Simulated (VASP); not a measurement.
# PdRhC4N4 (P-43m) in VASP: a series of runs

The runs below take PdRhC4N4 through single point, with PBE.

Everything below comes from runs of VASP 6.6.1. Logs are shortened: lines on timing, memory, paths and dates and some standing lists are left out, and cuts for length are marked.

## (1) The cell of the first run

The structure is cubic, space group P-43m (No. 215). Conventional cell: a = 5.909 Å, b = 5.909 Å, c = 5.909 Å, α = 90.00°, β = 90.00°, γ = 90.00°. Pd (site symmetry -43m) has 4 N at 2.03 Å within 2.7 Å. Within 2.5 Å of Rh (site symmetry -43m) lie 4 C at 1.92 Å. C (site symmetry 3m) has 1 N at 1.17 Å within 1.6 Å. N (site symmetry 3m) has 1 C at 1.17 Å within 1.6 Å.

## (2) Single point, PBE, collinear spin, ferromagnetic start

The input, INCAR:

```
SYSTEM = PdRhC4N4
  PREC = Accurate
  ENCUT = 700
  EDIFF = 1E-6
  ISMEAR = 0
  SIGMA = 0.1
  LREAL = .FALSE.
  LASPH = .TRUE.
  NELM = 200
  ALGO = Normal
  ISIF = 2
  LWAVE = .FALSE.
  LCHARG = .TRUE.
  ISPIN = 2
  MAGMOM = 0 1 0 0 0 0 0 0 0 0
  LORBIT = 11
  LMAXMIX = 4
  GGA = PE
  LELF = .TRUE.
  LVHAR = .TRUE.
  NBANDS = 50
  GGA_COMPAT = .FALSE.
```

The input, KPOINTS:

```
Automatic mesh
0
G
  4 4 4
  0 0 0
```

The input, POSCAR:

```
PdRhC4N4
1.0
    5.9086026500      0.0000000000      0.0000000000
    0.0000000000      5.9086026500      0.0000000000
    0.0000000000      0.0000000000      5.9086026500
Pd Rh C N
1 1 4 4
Direct
    0.5000000000      0.5000000000      0.5000000000
    0.0000000000      0.0000000000      0.0000000000
    0.1873167900      0.1873167900      0.1873167900
    0.1873167900      0.8126832100      0.8126832100
    0.8126832100      0.1873167900      0.8126832100
    0.8126832100      0.8126832100      0.1873167900
    0.3016415900      0.3016415900      0.3016415900
    0.3016415900      0.6983584100      0.6983584100
    0.6983584100      0.3016415900      0.6983584100
    0.6983584100      0.6983584100      0.3016415900
```

Potentials or basis: VASP PAW PBE potentials, release 64 (Pd_sv_GW, Rh_sv_GW, C, N).

Run with:

```bash
> cat potpaw_PBE.64/Pd_sv_GW/POTCAR potpaw_PBE.64/Rh_sv_GW/POTCAR potpaw_PBE.64/C/POTCAR potpaw_PBE.64/N/POTCAR > POTCAR
> mpirun -np 1 vasp_std > vasp.out
```

OUTCAR:

```text
SYSTEM = PdRhC4N4
   PREC = Accurate
   ENCUT = 700
   EDIFF = 1E-6
   ISMEAR = 0
   LREAL = .FALSE.
   LASPH = .TRUE.
   NELM = 200
   ISIF = 2
   ISPIN = 2
   LORBIT = 11
   GGA = PE

 ion  position               nearest neighbor table
   1  0.500  0.500  0.500-   7 2.03   8 2.03   9 2.03  10 2.03
   2  0.000  0.000  0.000-   3 1.92   4 1.92   5 1.92   6 1.92
   3  0.187  0.187  0.187-   7 1.17   2 1.92
   4  0.187  0.813  0.813-   8 1.17   2 1.92
   5  0.813  0.187  0.813-   9 1.17   2 1.92
   6  0.813  0.813  0.187-  10 1.17   2 1.92
   7  0.302  0.302  0.302-   3 1.17   1 2.03
   8  0.302  0.698  0.698-   4 1.17   1 2.03
   9  0.698  0.302  0.698-   5 1.17   1 2.03
  10  0.698  0.698  0.302-   6 1.17   1 2.03

  LATTYP: Found a simple cubic cell.
 ALAT       =     5.9086026500

  Lattice vectors:

 A1 = (   5.9086026500,   0.0000000000,   0.0000000000)
 A2 = (   0.0000000000,   5.9086026500,   0.0000000000)
 A3 = (   0.0000000000,   0.0000000000,   5.9086026500)

Analysis of symmetry for initial positions (statically):
=====================================================================
 Subroutine PRICEL returns:
 Original cell was already a primitive cell.

 Routine SETGRP: Setting up the symmetry group for a
 simple cubic supercell.

 Subroutine GETGRP returns: Found 24 space group operations
 (whereof 24 operations were pure point group operations)
 out of a pool of 48 trial point group operations.

The static configuration has the point symmetry T_d .

Analysis of symmetry for dynamics (positions and initial velocities):
=====================================================================
 Subroutine PRICEL returns:
 Original cell was already a primitive cell.

 Routine SETGRP: Setting up the symmetry group for a
 simple cubic supercell.

 Subroutine GETGRP returns: Found 24 space group operations
 (whereof 24 operations were pure point group operations)
[... 160 lines left out ...]
  ext. energy  EPLUGINS =         0.00000000
  ---------------------------------------------------
  free energy    TOTEN  =       -72.44719426 eV

  energy without entropy =      -72.41697392  energy(sigma->0) =      -72.43208409

 E-fermi :  -0.5910     XC(G=0):  -7.4353

 val. band max:       -0.6040771799   @ k =   0.2500   0.2500   0.2500
 cond. band min:      -0.5873584334   @ k =   0.5000   0.2500   0.2500
 fundamental gap:      0.0167187465
 Fermi energy:        -0.5910428376

 spin component 1

 k-point     1 :       0.0000    0.0000    0.0000
  band No.  band energies     occupation
      1     -84.9185      1.00000
      2     -80.4905      1.00000
      3     -50.6304      1.00000
      4     -50.6304      1.00000
      5     -50.6304      1.00000
      6     -48.3910      1.00000
[... 489 lines left out ...]
     46       4.9078      0.00000
     47       6.7734      0.00000
 Fermi energy:        -0.5910428376

 spin component 2

 k-point     1 :       0.0000    0.0000    0.0000
  band No.  band energies     occupation
      1     -85.1511      1.00000
      2     -79.9917      1.00000
      3     -50.8693      1.00000
      4     -50.8693      1.00000
      5     -50.8693      1.00000
      6     -47.8770      1.00000
[... 489 lines left out ...]
     46       5.0304      0.00000
     47       6.7758      0.00000
 [bands above 47 left out]

------------------------ aborting loop because EDIFF is reached ----------------------------------------

  FORCE on cell =-STRESS in cart. coord.  units (eV):
  Direction    XX          YY          ZZ          XY          YZ          ZX
  --------------------------------------------------------------------------------------
  -------------------------------------------------------------------------------------
  Total        5.1470120      5.1470120      5.1470120     -0.0000000      0.0000000      0.0000000
  in kB       39.9771115     39.9771115     39.9771115     -0.0000000      0.0000000      0.0000000
  external PRESSURE =      39.9771115 kB  Pullay stress =       0.0000000 kB

 VOLUME and BASIS-vectors are now :
 -----------------------------------------------------------------------------
  energy-cutoff  :      700.00
  volume of cell :      206.28
      direct lattice vectors                 reciprocal lattice vectors
     5.908602650  0.000000000  0.000000000     0.169244754  0.000000000  0.000000000
     0.000000000  5.908602650  0.000000000     0.000000000  0.169244754  0.000000000
     0.000000000  0.000000000  5.908602650     0.000000000  0.000000000  0.169244754

 POSITION                                       TOTAL-FORCE (eV/Angst)
 -----------------------------------------------------------------------------------
      2.95430      2.95430      2.95430         0.000000      0.000000     -0.000000
      0.00000      0.00000      0.00000         0.000000      0.000000     -0.000000
      1.10678      1.10678      1.10678        -0.600826     -0.600826     -0.600826
      1.10678      4.80182      4.80182        -0.600826      0.600826      0.600826
      4.80182      1.10678      4.80182         0.600826     -0.600826      0.600826
      4.80182      4.80182      1.10678         0.600826      0.600826     -0.600826
      1.78228      1.78228      1.78228         0.767205      0.767205      0.767205
      1.78228      4.12632      4.12632         0.767205     -0.767205     -0.767205
      4.12632      1.78228      4.12632        -0.767205      0.767205     -0.767205
      4.12632      4.12632      1.78228        -0.767205     -0.767205      0.767205
 -----------------------------------------------------------------------------------
    total drift:                               -0.000000     -0.000000      0.000000

  FREE ENERGIE OF THE ION-ELECTRON SYSTEM (eV)
  ---------------------------------------------------
  free  energy   TOTEN  =       -72.4471942563 eV

  energy  without entropy=      -72.4169739205  energy(sigma->0) =      -72.43208409

 total charge

# of ion       s       p       d       f       tot
--------------------------------------------------
    1        2.126   6.144   7.290   0.022  15.582
    2        2.246   6.379   6.445   0.041  15.112
    3        0.956   1.649   0.000   0.000   2.605
    4        0.956   1.649   0.000   0.000   2.605
    5        0.956   1.649   0.000   0.000   2.605
    6        0.956   1.649   0.000   0.000   2.605
    7        1.308   2.531   0.000   0.000   3.839
    8        1.308   2.531   0.000   0.000   3.839
    9        1.308   2.531   0.000   0.000   3.839
   10        1.308   2.531   0.000   0.000   3.839
--------------------------------------------------
tot         13.428  29.242  13.736   0.063  56.467

 magnetization (x)

# of ion       s       p       d       f       tot
--------------------------------------------------
    1        0.000  -0.008  -0.274   0.000  -0.282
    2        0.002   0.085   0.551  -0.000   0.637
    3        0.014   0.008   0.000   0.000   0.022
    4        0.014   0.008   0.000   0.000   0.022
    5        0.014   0.008   0.000   0.000   0.022
    6        0.014   0.008   0.000   0.000   0.022
    7        0.000   0.040   0.000   0.000   0.040
    8        0.000   0.040   0.000   0.000   0.040
    9        0.000   0.040   0.000   0.000   0.040
   10        0.000   0.040   0.000   0.000   0.040
--------------------------------------------------
tot          0.061   0.267   0.277  -0.000   0.604
```

stdout:

```text
POSCAR found type information on POSCAR PdRhC N
 POSCAR found :  4 types and      10 ions
 scaLAPACK will be used
 LDA part: xc-table for (Slater+PW92), standard interpolation
 POSCAR, INCAR and KPOINTS ok, starting setup
 FFT: planning ... GRIDC
 FFT: planning ... GRID_SOFT
 FFT: planning ... GRID
 WAVECAR not read
 entering main loop
```

Run time: 9.4 min. Hardware: 1 thread of Intel Xeon Platinum 8488C (Sapphire Rapids), shared host; peak memory 0.7 GiB.

Results:

```yaml
Free_energy: -72.4472 eV
Pressure: 4.0 GPa
Largest_force: 1.329 eV/Å
Band_gap_on_the_k_mesh: zero (filled and empty bands overlap)
Net_moment: 0.96 μB per cell
Site_moments: Pd -0.28; Rh +0.64; C +0.02; N +0.04 μB
Valence_electrons_inside_the_program's_atomic_spheres: Pd 15.58; Rh 15.11; C 2.60; N 3.84
```

Forces on the atoms (eV/Å):
```
Pd   0.000  0.000  0.000
Rh   0.000  0.000  0.000
C   -0.601 -0.601 -0.601
C   -0.601  0.601  0.601
C    0.601 -0.601  0.601
C    0.601  0.601 -0.601
N    0.767  0.767  0.767
N    0.767 -0.767 -0.767
N   -0.767  0.767 -0.767
N   -0.767 -0.767  0.767
```

Levels at points of the mesh, in eV from the Fermi level:
Spin up:
```
           k point  band 32  band 33  band 34  band 35  band 36  band 37  band 38  band 39  band 40  band 41
(0.00, 0.00, 0.00)    -1.18    -0.67    -0.67    -0.67    -0.18    -0.18    -0.18     4.94     4.94     4.94
(0.50, 0.00, 0.00)    -1.60    -1.03    -1.03    -0.13    -0.07     0.40     0.40     4.58     4.58     5.07
(0.50, 0.50, 0.00)    -1.57    -0.90    -0.90    -0.15    -0.07     0.30     0.30     4.80     4.80     4.98
(0.50, 0.50, 0.50)    -1.08    -0.48    -0.48    -0.48    -0.22    -0.22    -0.22     4.97     4.97     4.97
```
Spin down:
```
           k point  band 33  band 34  band 35  band 36  band 37  band 38
(0.00, 0.00, 0.00)    -0.67    -0.67    -0.67     0.05     0.05     0.05
(0.50, 0.00, 0.00)    -0.97    -0.97    -0.31     0.31     0.58     0.58
(0.50, 0.50, 0.00)    -0.86    -0.86    -0.33     0.33     0.50     0.50
(0.50, 0.50, 0.50)    -0.56    -0.56    -0.56     0.10     0.10     0.10
```

Caveat: the cell stands under pressure; forces of over 1 eV/Å act on the atoms, so gaps and moduli don't describe the material at rest.

## (3) Single point, PBE, collinear spin, ferromagnetic start

This run uses another cell than the first one, of 21.69 Å³/atom.

The input, INCAR:

```
SYSTEM = PdRhC4N4
PREC     = Accurate       ! precision mode
ENCUT    = 700            ! plane-wave cutoff, eV
EDIFF    = 1E-6           ! SCF threshold, eV
ISMEAR   = 0              ! smearing method
SIGMA    = 0.1            ! smearing width, eV
LREAL    = .False.        ! projectors in reciprocal space
LASPH    = .True.         ! aspherical terms in the spheres
NELM     = 200            ! most SCF steps
ALGO     = Normal         ! electronic algorithm
ISIF     = 2              ! what is computed and relaxed
LWAVE    = .False.        ! write WAVECAR
LCHARG   = .False.        ! write CHGCAR
ISPIN    = 2              ! spin polarisation
MAGMOM   = 0 1 0 0 0 0 0 0 0 0 ! initial moments
LORBIT   = 11             ! projections on sites
LMAXMIX  = 4              ! l up to which the mixer works
GGA      = PE             ! functional
NBANDS   = 50             ! bands
GGA_COMPAT= .False.
```

The input, KPOINTS:

```
Automatic mesh
0
Gamma
  4 4 4
  0 0 0
```

The input, POSCAR:

```
PdRhC4N4
1.0
    6.0080190132      0.0000000000      0.0000000000
    0.0000000000      6.0080190132      0.0000000000
    0.0000000000      0.0000000000      6.0080190132
Pd Rh C N
1 1 4 4
Direct
    0.5000000000      0.5000000000      0.5000000000
    0.0000000000      0.0000000000      0.0000000000
    0.1879459277      0.1879459277      0.1879459277
    0.1879459277      0.8120540723      0.8120540723
    0.8120540723      0.1879459277      0.8120540723
    0.8120540723      0.8120540723      0.1879459277
    0.3014032480      0.3014032480      0.3014032480
    0.3014032480      0.6985967520      0.6985967520
    0.6985967520      0.3014032480      0.6985967520
    0.6985967520      0.6985967520      0.3014032480
```

Potentials or basis: VASP PAW PBE potentials, release 64 (Pd_sv_GW, Rh_sv_GW, C, N).

Run with:

```bash
> cat potpaw_PBE.64/Pd_sv_GW/POTCAR potpaw_PBE.64/Rh_sv_GW/POTCAR potpaw_PBE.64/C/POTCAR potpaw_PBE.64/N/POTCAR > POTCAR
> mpirun -np 1 vasp_std > vasp.out
```

Run time: 16 min. Hardware: 1 thread of Intel Xeon Platinum 8259CL at 2.50GHz (Skylake/Cascade Lake), shared host; peak memory 0.71 GiB.

It converged, with:

- Free energy: -72.5693 eV
- Pressure: 0.3 GPa
- Largest force: 0.301 eV/Å
- Band gap on the k mesh: zero (filled and empty bands overlap)
- Net moment: 0.98 μB per cell
- Site moments: Pd -0.43; Rh +0.79; C +0.03; N +0.04 μB
- Valence electrons inside the program's atomic spheres: Pd 15.56; Rh 15.02; C 2.57; N 3.81

Forces on the atoms (eV/Å):
```
Pd   0.000  0.000  0.000
Rh   0.000  0.000  0.000
C   -0.164 -0.164 -0.164
C   -0.164  0.164  0.164
C    0.164 -0.164  0.164
C    0.164  0.164 -0.164
N    0.174  0.174  0.174
N    0.174 -0.174 -0.174
N   -0.174  0.174 -0.174
N   -0.174 -0.174  0.174
```

Levels at points of the mesh, in eV from the Fermi level:
Spin up:
| k point | band 32 | band 33 | band 34 | band 35 | band 36 | band 37 | band 38 | band 39 | band 40 | band 41 |
| --- | --- | --- | --- | --- | --- | --- | --- | --- | --- | --- |
| (0.00, 0.00, 0.00) | -1.11 | -0.60 | -0.60 | -0.60 | -0.21 | -0.21 | -0.21 | 4.79 | 4.79 | 4.79 |
| (0.50, 0.00, 0.00) | -1.47 | -0.98 | -0.98 | -0.14 | -0.11 | 0.37 | 0.37 | 4.51 | 4.51 | 4.93 |
| (0.50, 0.50, 0.00) | -1.45 | -0.87 | -0.87 | -0.13 | -0.12 | 0.28 | 0.28 | 4.73 | 4.73 | 4.87 |
| (0.50, 0.50, 0.50) | -1.02 | -0.44 | -0.44 | -0.44 | -0.23 | -0.23 | -0.23 | 4.96 | 4.96 | 4.96 |
Spin down:
| k point | band 32 | band 33 | band 34 | band 35 | band 36 | band 37 | band 38 | band 39 |
| --- | --- | --- | --- | --- | --- | --- | --- | --- |
| (0.00, 0.00, 0.00) | -1.10 | -0.68 | -0.68 | -0.68 | 0.08 | 0.08 | 0.08 | 4.99 |
| (0.50, 0.00, 0.00) | -1.57 | -0.96 | -0.96 | -0.39 | 0.32 | 0.57 | 0.57 | 4.65 |
| (0.50, 0.50, 0.00) | -1.54 | -0.87 | -0.87 | -0.41 | 0.35 | 0.50 | 0.50 | 4.86 |
| (0.50, 0.50, 0.50) | -1.01 | -0.60 | -0.60 | -0.60 | 0.14 | 0.14 | 0.14 | 5.08 |
